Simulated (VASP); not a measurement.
# TiW14 (a cell with a defect) in VASP: further runs, part 2 of 2

VASP 6.6.1.

### Step 5. Single point, PBE+D3(BJ)

File INCAR:

```
SYSTEM = TiW14
PREC = Accurate
ENCUT = 520
EDIFF = 1E-7
ISMEAR = -1
SIGMA = 0.1
LREAL = Auto
LASPH = .TRUE.
NELM = 80
ALGO = Normal
ISIF = 2
LWAVE = .FALSE.
LCHARG = .TRUE.
GGA = PE
IVDW = 12
LELF = .TRUE.
LVHAR = .TRUE.
NBANDS = 117
```

File KPOINTS:

```
regular mesh
0
G
  3 3 3
  0 0 0
```

File POSCAR:

```
TiW14
1.0
    6.3200000000      0.0000000000      0.0000000000
    0.0000000000      6.3200000000      0.0000000000
    0.0000000000      0.0000000000      6.3200000000
Ti W
1 14
Direct
    0.0096925633     -0.0067974684     -0.0066330696
    0.5010626582      0.0005525316      0.0007037975
    0.0023424051      0.5018313291      0.0007061709
    0.0023398734      0.0005558544      0.5019859177
    0.2509311709      0.2504553797      0.2506107595
    0.4960450949      0.5068514241     -0.0027015823
    0.4960473101     -0.0028556962      0.5070030063
    0.7499223101      0.2529759494      0.2531318038
    0.0057514241      0.5068504747      0.5069998418
    0.2533916139      0.7495053797      0.2553351266
    0.2533897152      0.2551740506      0.7496591772
    0.5011950949      0.5017001582      0.5018533228
    0.7524395570      0.7519678797      0.2506088608
    0.7524398734      0.2504566456      0.7521207278
    0.7477246835      0.7495060127      0.7496604430
```

Potentials or basis: VASP PAW PBE potentials, release 64 (Ti_sv, W_sv).

On the command line:

```bash
> cat potpaw_PBE.64/Ti_sv/POTCAR potpaw_PBE.64/W_sv/POTCAR > POTCAR
> mpirun -np 1 vasp_std > vasp.out
```

OUTCAR:

```text
SYSTEM = TiW14
   PREC = Accurate
   ENCUT = 520
   EDIFF = 1E-7
   ISMEAR = -1
   LREAL = Auto
   LASPH = .TRUE.
   NELM = 80
   ISIF = 2
   GGA = PE
   IVDW = 12
 IVDW          = 12

 ion  position               nearest neighbor table
   1  0.010  0.993  0.993-  10 2.74  15 2.74  11 2.74  13 2.76   5 2.76  14 2.76   8 2.84   2 3.11
                             3 3.11   4 3.11
   2  0.501  0.001  0.001-  15 2.73  14 2.74  13 2.74   5 2.74  11 2.75  10 2.75   8 2.75   1 3.11
                             7 3.12   6 3.12   6 3.20   7 3.20
   3  0.002  0.502  0.001-  11 2.73  14 2.74   5 2.74  13 2.74  15 2.75  10 2.75   8 2.75   1 3.11
                             6 3.12   9 3.12   9 3.20   6 3.20
   4  0.002  0.001  0.502-  10 2.73  13 2.74   5 2.74  14 2.74  15 2.75  11 2.75   8 2.75   1 3.11
                             9 3.12   7 3.12   7 3.20   9 3.20
   5  0.251  0.250  0.251-   4 2.74   3 2.74   2 2.74  12 2.75   7 2.75   6 2.75   1 2.76   9 2.77
                             8 3.15  11 3.15  10 3.15  10 3.17  11 3.17   8 3.17
   6  0.496  0.507  0.997-  11 2.71  15 2.71  10 2.71  13 2.75   5 2.75  14 2.77   8 2.79   2 3.12
                             3 3.12  12 3.13  12 3.19   3 3.20   2 3.20
   7  0.496  0.997  0.507-  10 2.71  15 2.71  11 2.71   5 2.75  14 2.75  13 2.77   8 2.79   2 3.12
                             4 3.12  12 3.13  12 3.19   4 3.20   2 3.20
   8  0.750  0.253  0.253-  12 2.72   4 2.75   3 2.75   2 2.75   9 2.79   7 2.79   6 2.79   1 2.84
                            14 3.15   5 3.15  13 3.15  13 3.17   5 3.17  14 3.17
   9  0.006  0.507  0.507-  10 2.71  11 2.71  15 2.71  13 2.75  14 2.75   5 2.77   8 2.79   4 3.12
                             3 3.12  12 3.13  12 3.19   3 3.20   4 3.20
  10  0.253  0.750  0.255-   9 2.71   7 2.71  12 2.71   6 2.71   4 2.73   1 2.74   2 2.75   3 2.75
                            13 3.15   5 3.15   5 3.17  13 3.17
  11  0.253  0.255  0.750-   6 2.71   9 2.71  12 2.71   7 2.71   3 2.73   1 2.74   2 2.75   4 2.75
                             5 3.15  14 3.15  14 3.17   5 3.17
  12  0.501  0.502  0.502-  10 2.71  11 2.71  15 2.71   8 2.72   5 2.75  14 2.75  13 2.75   9 3.13
                             7 3.13   6 3.13   6 3.19   7 3.19   9 3.19
  13  0.752  0.752  0.251-   4 2.74   2 2.74   3 2.74  12 2.75   9 2.75   6 2.75   1 2.76   7 2.77
                             8 3.15  10 3.15  15 3.15  15 3.17  10 3.17   8 3.17
  14  0.752  0.250  0.752-   3 2.74   2 2.74   4 2.74  12 2.75   7 2.75   9 2.75   1 2.76   6 2.77
                             8 3.15  15 3.15  11 3.15  11 3.17  15 3.17   8 3.17
  15  0.748  0.750  0.750-   6 2.71   7 2.71  12 2.71   9 2.71   2 2.73   1 2.74   3 2.75   4 2.75
[... 200 lines left out ...]
 cond. band min:      10.1067482132   @ k =   0.3333   0.0000   0.3333
 fundamental gap:      0.0352036560
 Fermi energy:        10.0895583899

 k-point     1 :       0.0000    0.0000    0.0000
  band No.  band energies     occupation
      1     -63.7757      2.00000
      2     -63.7255      2.00000
      3     -63.7254      2.00000
      4     -63.7133      2.00000
      5     -63.6907      2.00000
      6     -63.6807      2.00000
[... 1179 lines left out ...]
    115      12.1780      0.00000
    116      12.5389      0.00000
 [bands above 116 left out]

------------------------ aborting loop because EDIFF is reached ----------------------------------------

 Edisp (eV)   -9.76756

 E8    (eV) :    -4.9833

  FORCE on cell =-STRESS in cart. coord.  units (eV):
  Direction    XX          YY          ZZ          XY          YZ          ZX
  --------------------------------------------------------------------------------------
  -------------------------------------------------------------------------------------
  Total      -9.95915    -9.95915    -9.95401     0.58180    -0.57883     0.57883
  in kB     -63.20936   -63.20936   -63.17678     3.69261    -3.67376     3.67376
  external pressure =      -63.20 kB  Pullay stress =        0.00 kB

 VOLUME and BASIS-vectors are now :
 -----------------------------------------------------------------------------
  energy-cutoff  :      520.00
  volume of cell :      252.44
      direct lattice vectors                 reciprocal lattice vectors
     6.320000000  0.000000000  0.000000000     0.158227848  0.000000000  0.000000000
     0.000000000  6.320000000  0.000000000     0.000000000  0.158227848  0.000000000
     0.000000000  0.000000000  6.320000000     0.000000000  0.000000000  0.158227848

 POSITION                                       TOTAL-FORCE (eV/Angst)
 -----------------------------------------------------------------------------------
      0.06126      6.27704      6.27808         0.000734     -0.000734     -0.001782
      3.16672      0.00349      0.00445        -0.008203     -0.006450     -0.006635
      0.01480      3.17157      0.00446         0.006450      0.008203     -0.006635
      0.01479      0.00351      3.17255         0.006414     -0.006414      0.007867
      1.58589      1.58288      1.58386        -0.007246     -0.007035     -0.007109
      3.13500      3.20330      6.30293        -0.001335      0.001335     -0.003620
      3.13502      6.30195      3.20426        -0.002233     -0.003777      0.002651
      4.73951      1.59881      1.59979         0.003894     -0.003894     -0.004217
      0.03635      3.20330      3.20424         0.003777      0.002233      0.002651
      1.60143      4.73687      1.61372        -0.008073      0.008073     -0.008536
      1.60142      1.61270      4.73785        -0.007903     -0.008673      0.008235
      3.16755      3.17074      3.17171        -0.008832      0.008832      0.008494
      4.75542      4.75244      1.58385         0.007035      0.007246     -0.007109
      4.75542      1.58289      4.75340         0.006848     -0.006848      0.007511
      4.72562      4.73688      4.73785         0.008673      0.007903      0.008235
 -----------------------------------------------------------------------------------
    total drift:                               -0.060172     -0.057517     -0.002965

  FREE ENERGIE OF THE ION-ELECTRON SYSTEM (eV)
  ---------------------------------------------------
  free  energy   TOTEN  =      -196.2488565699 eV

  energy  without entropy=     -195.9214728652  energy(sigma->0) =     -196.08516472
```

OSZICAR:

```text
N       E                     dE             d eps       ncg     rms          rms(c)
[... 12 lines left out ...]
DAV:  13    -0.186483128162E+03    0.40687E-02   -0.13910E-02  2944   0.634E-01    0.384E-01
DAV:  14    -0.186481461841E+03    0.16663E-02   -0.55019E-03  3376   0.265E-01    0.145E-01
DAV:  15    -0.186481444611E+03    0.17229E-04   -0.36756E-03  3032   0.174E-01    0.946E-02
DAV:  16    -0.186481383427E+03    0.61184E-04   -0.17889E-04  2824   0.480E-02    0.744E-02
DAV:  17    -0.186481299676E+03    0.83751E-04   -0.29096E-04  3096   0.505E-02    0.154E-02
DAV:  18    -0.186481298282E+03    0.13945E-05   -0.25637E-05  3024   0.130E-02    0.368E-03
DAV:  19    -0.186481298076E+03    0.20602E-06   -0.12587E-06  2488   0.542E-03    0.223E-03
DAV:  20    -0.186481298079E+03   -0.35470E-08   -0.27577E-07  2128   0.266E-03
   1 F= -.19624886E+03 E0= -.19608516E+03  d E =-.327384E+00
```

Run time: 14 min. Hardware: 1 thread of Intel Xeon Platinum 8259CL at 2.50GHz (Skylake/Cascade Lake), shared host; peak memory 0.44 GiB.

Results:

| Item | Value |
| --- | --- |
| Free energy | -196.2489 eV |
| Pressure | -6.3 GPa |
| Largest force | 0.015 eV/Å |
| Band gap on the k mesh | zero (band 104 reaches 10.38 eV, above the bottom of band 105 at 9.46 eV) |
| Dispersion energy per atom | -0.651 eV |

Forces in eV/Å, atoms in the order of the input:
```
Ti   0.001 -0.001 -0.002
W   -0.008 -0.006 -0.007
W    0.006  0.008 -0.007
W    0.006 -0.006  0.008
W   -0.007 -0.007 -0.007
W   -0.001  0.001 -0.004
W   -0.002 -0.004  0.003
W    0.004 -0.004 -0.004
W    0.004  0.002  0.003
W   -0.008  0.008 -0.009
W   -0.008 -0.009  0.008
W   -0.009  0.009  0.008
W    0.007  0.007 -0.007
W    0.007 -0.007  0.008
W    0.009  0.008  0.008
```

Caveat: spin-orbit coupling is left out, which moves the levels of the heavy elements.

### Step 6. Single point, PBE+D3(BJ)

File INCAR:

```
SYSTEM = TiW14
PREC = Accurate ; ENCUT = 520
EDIFF = 1E-6 ; ISMEAR = -1
SIGMA = 0.1 ; LREAL = Auto
LASPH = .True. ; NELM = 100
ALGO = Normal ; ISIF = 2
LWAVE = .False. ; LCHARG = .False.
GGA = PE ; IVDW = 12
NBANDS = 117
```

File KPOINTS:

```
regular mesh
0
Gamma
  3 3 3
  0 0 0
```

File POSCAR:

```
TiW14
1.0
    6.3200000000      0.0000000000      0.0000000000
    0.0000000000      6.3200000000      0.0000000000
    0.0000000000      0.0000000000      6.3200000000
Ti W
1 14
Direct
    0.2420865965     -0.2420865965     -0.2420865965
    0.5041338198      0.0017709062      0.0017709062
   -0.0017709062      0.4958661802      0.0017709062
   -0.0017709062      0.0017709062      0.4958661802
    0.2460219469      0.2444601627      0.2444601627
    0.4991419459      0.5008580541     -0.0007151424
    0.4991419459     -0.0007151424      0.5008580541
    0.7504785279      0.2495214721      0.2495214721
    0.0007151424      0.5008580541      0.5008580541
    0.2492480200      0.7507519800      0.2494123012
    0.2492480200      0.2494123012      0.7507519800
    0.5016584737      0.4983415263      0.4983415263
    0.7555398373      0.7539780531      0.2444601627
    0.7555398373      0.2444601627      0.7539780531
    0.7505876988      0.7507519800      0.7507519800
```

Potentials or basis: VASP PAW PBE potentials, release 64 (Ti_sv, W_sv).

On the command line:

```bash
> cat potpaw_PBE.64/Ti_sv/POTCAR potpaw_PBE.64/W_sv/POTCAR > POTCAR
> mpirun -np 1 vasp_std > vasp.out
```

It took 4.1 min on 1 thread of Intel Xeon Platinum 8559C (Emerald Rapids), shared host; peak memory 0.39 GiB.

The run converged. Its results:

| Property | Result |
| --- | --- |
| Free energy | -196.2489 eV |
| Pressure | -6.3 GPa |
| Largest force | 0.030 eV/Å |
| Band gap on the k mesh | zero (band 104 reaches 10.38 eV, above the bottom of band 105 at 9.46 eV) |
| Dispersion energy per atom | -0.651 eV |

Forces in eV/Å, atoms in the order of the input:
```
Ti  -0.010  0.010  0.010
W   -0.026 -0.010 -0.010
W    0.010  0.026 -0.010
W    0.010 -0.010  0.026
W   -0.010 -0.005 -0.005
W    0.000  0.000 -0.004
W    0.000 -0.004  0.000
W    0.008 -0.008 -0.008
W    0.004  0.000  0.000
W   -0.005  0.005 -0.013
W   -0.005 -0.013  0.005
W    0.001 -0.001 -0.001
W    0.005  0.010 -0.005
W    0.005 -0.005  0.010
W    0.013  0.005  0.005
```

Stress tensor (GPa, compression positive):
```
-6.31  0.37  0.37
 0.37 -6.31 -0.37
 0.37 -0.37 -6.31
```

Levels at points of the mesh, in eV from the Fermi level:
```
           k point  band 101  band 102  band 103  band 104  band 105  band 106  band 107  band 108
(0.00, 0.00, 0.00)     -0.02     -0.02      0.29      0.29      0.35      1.12      1.12      1.17
```

Caveat: spin-orbit coupling is left out, which moves the levels of the heavy elements.
